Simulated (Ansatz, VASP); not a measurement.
**One calculation of Ni, two programs**

```
CELL_PARAMETERS angstrom
0.00000 1.76895 1.76895
1.76895 0.00000 1.76895
3.53790 3.53790 0.00000
ATOMIC_POSITIONS crystal
Ni 0.00000 0.00000 0.00000
Ni 0.00000 0.00000 0.50000
```

Alike in both runs: task single point; functional PBE; k mesh 14 × 14 × 7; occupations gaussian, width 0.1 eV; collinear spin.

|  | VASP | Ansatz |
| --- | --- | --- |
| version | VASP 6.6.1 | Ansatz 0.2.0 |
| potentials or method | VASP PAW PBE potentials, release 64 (Ni), cutoff 520 eV | PAW, plane waves, scalar-relativistic |
| valence electrons in the cell | 20 | 36 |

Ansatz gave:

```
pressure (GPa)                                                : -3.1
net moment per atom (μB)                                      : 0.63
size of the moment on the site where the two differ most (μB) : 0.67
```

**Question.** Which values does VASP return?

**Answer.** Pressure (GPa): -3.3; net moment per atom (μB): 0.60; size of the moment on the site where the two differ most (μB): 0.62.

Site moments also hang on the region over which each program counts them. VASP's potentials hold 20 valence electrons a cell and Ansatz's 36, so a difference there can come from the potentials and not from the codes.
